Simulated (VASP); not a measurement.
# ZnCd2Te2 in VASP: a series of runs, part 2 of 2

VASP 6.6.1.

### Step 5. Single point, LDA

INCAR

```
ALGO = Normal ; DIPOL = 0.5 0.5 0.363
EDIFF = 1E-6 ; ENCUT = 520
GGA = CA ; IDIPOL = 3
ISIF = 2 ; ISMEAR = 0
LASPH = True ; LCHARG = True
LDIPOL = True ; LELF = True
LREAL = False ; LVACPOTAV = True
LVHAR = True ; LWAVE = False
NBANDS = 32 ; NELM = 80
PREC = Accurate ; SIGMA = 0.05
```

KPOINTS

```
k-points
0
Gamma
  6 6 1
```

POSCAR

```
ZnCd2Te2
1.0
    4.5325544674      0.0000000000      0.0000000000
   -2.2662772337      3.9253073128      0.0000000000
    0.0000000000      0.0000000000     19.8672286441
Te Cd Zn
2 2 1
Direct
    0.0000000000      0.0000000000      0.2013365866
    0.3333333333      0.6666666667      0.3964595968
    0.3333333333      0.6666666667      0.2479059306
    0.6666666667      0.3333333333      0.4211573136
    0.6666666667      0.5555555556      0.5496356514
```

Potentials or basis: VASP PAW LDA potentials, release 64 (Te, Cd, Zn).

Started as:

```
> cat potpaw_LDA.64/Te/POTCAR potpaw_LDA.64/Cd/POTCAR potpaw_LDA.64/Zn/POTCAR > POTCAR
> mpirun -np 1 vasp_std > vasp.out
```

OUTCAR:

```text
EDIFF = 1E-6
   ENCUT = 520
   GGA = CA
   ISIF = 2
   ISMEAR = 0
   LASPH = True
   LREAL = False
   NELM = 80
   PREC = Accurate

 ion  position               nearest neighbor table
   1  0.000  0.000  0.201-   3 2.78   3 2.78   3 2.78
   2  0.333  0.667  0.396-   4 2.66   4 2.66   4 2.66   3 2.95
   3  0.333  0.667  0.248-   1 2.78   1 2.78   1 2.78   2 2.95
   4  0.667  0.333  0.421-   2 2.66   2 2.66   2 2.66   5 2.74
   5  0.667  0.556  0.550-   4 2.74

  LATTYP: Found a hexagonal cell.
 ALAT       =     4.5325544674
 C/A-ratio  =     4.3832299837

  Lattice vectors:

 A1 = (   4.5325544674,   0.0000000000,   0.0000000000)
 A2 = (  -2.2662772337,   3.9253073128,   0.0000000000)
 A3 = (   0.0000000000,   0.0000000000,  19.8672286441)

Analysis of symmetry for initial positions (statically):
=====================================================================
 Subroutine PRICEL returns:
 Original cell was already a primitive cell.

 Routine SETGRP: Setting up the symmetry group for a
 hexagonal supercell.

 Subroutine GETGRP returns: Found  1 space group operations
 (whereof  1 operations were pure point group operations)
 out of a pool of 24 trial point group operations.

The static configuration has the point symmetry C_1 .

Analysis of symmetry for dynamics (positions and initial velocities):
=====================================================================
 Subroutine PRICEL returns:
 Original cell was already a primitive cell.

 Routine SETGRP: Setting up the symmetry group for a
 hexagonal supercell.

 Subroutine GETGRP returns: Found  1 space group operations
 (whereof  1 operations were pure point group operations)
 out of a pool of 24 trial point group operations.

The dynamic configuration has the point symmetry C_1 .

 Subroutine INISYM returns: Found  1 space group operations
 (whereof  1 operations are pure point group operations),
 and found     1 'primitive' translations

----------------------------------------------------------------------------------------

                                     Primitive cell

  volume of cell :     353.4712

  direct lattice vectors                    reciprocal lattice vectors
     4.532554467  0.000000000  0.000000000     0.220626141  0.127378562  0.000000000
    -2.266277234  3.925307313  0.000000000     0.000000000  0.254757124  0.000000000
     0.000000000  0.000000000 19.867228644     0.000000000  0.000000000  0.050334147

  length of vectors
     4.532554467  4.532554467 19.867228644     0.254757124  0.254757124  0.050334147

  position of ions in fractional coordinates (direct lattice)
     0.000000000  0.000000000  0.201336587
     0.333333333  0.666666667  0.396459597
     0.333333333  0.666666667  0.247905931
     0.666666667  0.333333333  0.421157314
     0.666666667  0.555555556  0.549635651

  ion indices of the primitive-cell ions
   primitive index   ion index
                 1           1
                 2           2
                 3           3
                 4           4
                 5           5

----------------------------------------------------------------------------------------

 KPOINTS: k-points
[... 27 lines left out ...]
  0.000000  0.166667  0.000000      2.000000
 -0.166667  0.166667  0.000000      2.000000
  0.333333  0.000000  0.000000      2.000000
  0.000000  0.333333  0.000000      2.000000
[... 12 lines left out ...]
  0.500000 -0.166667  0.000000      2.000000
  0.333333  0.333333  0.000000      2.000000
   k-points           NKPTS =     20   k-points in BZ     NKDIM =     20   number of bands    NBANDS=     32
   number of dos      NEDOS =    301   number of ions     NIONS =      5
   total plane-waves  NPLWV = 194400
   dimension x,y,z NGX =    36 NGY =   36 NGZ =  150
   dimension x,y,z NGXF=    72 NGYF=   72 NGZF=  300
   ions per type =               2   2   1
   NGX,Y,Z   is equivalent  to a cutoff of  13.20, 13.20, 12.55 a.u.
   NGXF,Y,Z  is equivalent  to a cutoff of  26.41, 26.41, 25.10 a.u.
 SYSTEM =  unknown system
   PREC   = accura    normal or accurate (medium, high low for compatibility)
   ISTART =      0    job   : 0-new  1-cont  2-samecut
   ICHARG =      2    charge: 1-file 2-atom 10-const
   ISPIN  =      1    spin polarized calculation?
   LNONCOLLINEAR =      F non collinear calculations
   LSORBIT =      F    spin-orbit coupling
   LASPH  =      T    aspherical Exc in radial PAW
   ENCUT  =  520.0 eV  38.22 Ry    6.18 a.u.   8.43  8.43 36.94*2*pi/ulx,y,z
   NELM   =     80;   NELMIN=  2; NELMDL= -5     # of ELM steps
   EDIFF  = 0.1E-05   stopping-criterion for ELM
   LREAL  =      F    real-space projection
   EDIFFG = 0.1E-04   stopping-criterion for IOM
   NSW    =      0    number of steps for IOM
   IBRION =     -1    ionic relax: 0-MD 1-quasi-New 2-CG
   NFREE  =      0    steps in history (QN), initial steepest desc. (CG)
   ISIF   =      2    stress and relaxation
   ISYM   =      2    0-nonsym 1-usesym 2-fastsym
   POTIM  = 0.5000    time-step for ionic-motion
   TEBEG  =    0.0;   TEEND  =   0.0 temperature during run
   PSTRESS=    0.0 pullay stress
   NELECT =      48.0000    total number of electrons
   NUPDOWN=      -1.0000    fix difference up-down
   EMIN   =  10.00;   EMAX   =-10.00  energy-range for DOS
   EFERMI =   0.00;   METHOD = LEGACY
   ISMEAR =     0;   SIGMA  =   0.05  broadening in eV -4-tet -1-fermi 0-gaus
   EFERMI_NEDOS =   21; number of points for ismear=-14 and -15
   IALGO  =     38    algorithm
   IMIX   =      4    mixing-type and parameters
     AMIX     =   0.40;   BMIX     =  1.00
     AMIX_MAG =   1.60;   BMIX_MAG =  1.00
  volume/ion in A,a.u.               =      70.69       477.07
  Fermi-wavevector in a.u.,A,eV,Ry     =   0.841467  1.590143  9.633840  0.708067
  Thomas-Fermi vector in A             =   1.956017
   LORBIT       =      0    0 simple, 1 ext, 2 COOP (PROOUT), +10 PAW based schemes
   GGA     = CA    functional components
   LHFCALC =     F    Hartree Fock is set to
   AEXX    =    0.0000 exact exchange contribution
   IVDW    =     0    specifies the selected vdW correction
   LEPSILON=     F    determine dielectric tensor
   LRPA    =     F    only Hartree local field effects (RPA)
 non-spin polarized calculation
 Gauss-broadening in eV      SIGMA  =   0.05
  energy-cutoff  :      520.00
  volume of cell :      353.47
 maximum number of plane-waves:      9583
 NGX is ok and might be reduce to    36
   NGX = 17   NGY = 17   NGZ = 73

 number of electron      47.9999996 magnetization

 dipolmoment           0.000000      0.000000     -0.224718 electrons x Angstroem

 Free energy of the ion-electron system (eV)
  ---------------------------------------------------
  ext. energy  EPLUGINS =         0.00000000
  ---------------------------------------------------
  free energy    TOTEN  =       -11.41111193 eV

  energy without entropy =      -11.40907060  energy(sigma->0) =      -11.41009127

 E-fermi :  -1.3919     XC(G=0):  -4.7837

 val. band max:       -1.6180350287   @ k =   0.0000   0.0000   0.0000
 cond. band min:      -1.3841454610   @ k =   0.0000   0.0000   0.0000
 fundamental gap:      0.2338895677
 Fermi energy:        -1.3919266131

 k-point     1 :       0.0000    0.0000    0.0000
  band No.  band energies     occupation
      1     -14.2174      2.00000
      2     -12.0163      2.00000
      3     -11.4836      2.00000
      4     -11.4705      2.00000
      5     -11.1339      2.00000
      6     -11.0688      2.00000
[... 689 lines left out ...]
     31       3.5451      0.00000
     32       4.1371      0.00000

------------------------ aborting loop because EDIFF is reached ----------------------------------------

  FORCE on cell =-STRESS in cart. coord.  units (eV):
  Direction    XX          YY          ZZ          XY          YZ          ZX
  --------------------------------------------------------------------------------------
  -------------------------------------------------------------------------------------
  Total        1.0473272      0.4851658     -0.1123162     -0.1179869     -0.2838562      0.3266338
  in kB        4.7472160      2.1991089     -0.5090953     -0.5347986     -1.2866337      1.4805316
  external PRESSURE =       2.1457432 kB  Pullay stress =       0.0000000 kB

 VOLUME and BASIS-vectors are now :
 -----------------------------------------------------------------------------
  energy-cutoff  :      520.00
  volume of cell :      353.47
      direct lattice vectors                 reciprocal lattice vectors
     4.532554467  0.000000000  0.000000000     0.220626141  0.127378562  0.000000000
    -2.266277234  3.925307313  0.000000000     0.000000000  0.254757124  0.000000000
     0.000000000  0.000000000 19.867228644     0.000000000  0.000000000  0.050334147

 POSITION                                       TOTAL-FORCE (eV/Angst)
 -----------------------------------------------------------------------------------
      0.00000      0.00000      4.00000        -0.016484      0.021929      0.364636
     -0.00000      2.61687      7.87655        -0.128378      0.100078     -0.397537
     -0.00000      2.61687      4.92520        -0.000619     -0.003133     -0.353205
      2.26628      1.30844      8.36723         0.071335     -0.060628      0.361792
      1.76266      2.18073     10.91974         0.074147     -0.058246      0.024313
 -----------------------------------------------------------------------------------
    total drift:                                0.000031     -0.000440     -0.001714

  FREE ENERGIE OF THE ION-ELECTRON SYSTEM (eV)
  ---------------------------------------------------
  free  energy   TOTEN  =       -11.4111119301 eV

  energy  without entropy=      -11.4090706035  energy(sigma->0) =      -11.41009127

 vacuum level on the upper side and lower side of the slab         2.168         4.454
```

Wall time 8.2 min (1 thread of Intel Xeon 6975P-C (Granite Rapids), shared host); peak memory 0.5 GiB.

Results:

* Free energy: -11.4111 eV
* Largest force: 0.430 eV/Å
* Band gap on the k mesh: zero (filled and empty bands touch)

Forces on the atoms (eV/Å):
```
Te  -0.016  0.022  0.365
Te  -0.128  0.100 -0.398
Cd  -0.001 -0.003 -0.353
Cd   0.071 -0.061  0.362
Zn   0.074 -0.058  0.024
```

Caveat: spin-orbit coupling is left out, which moves the levels of the heavy elements.
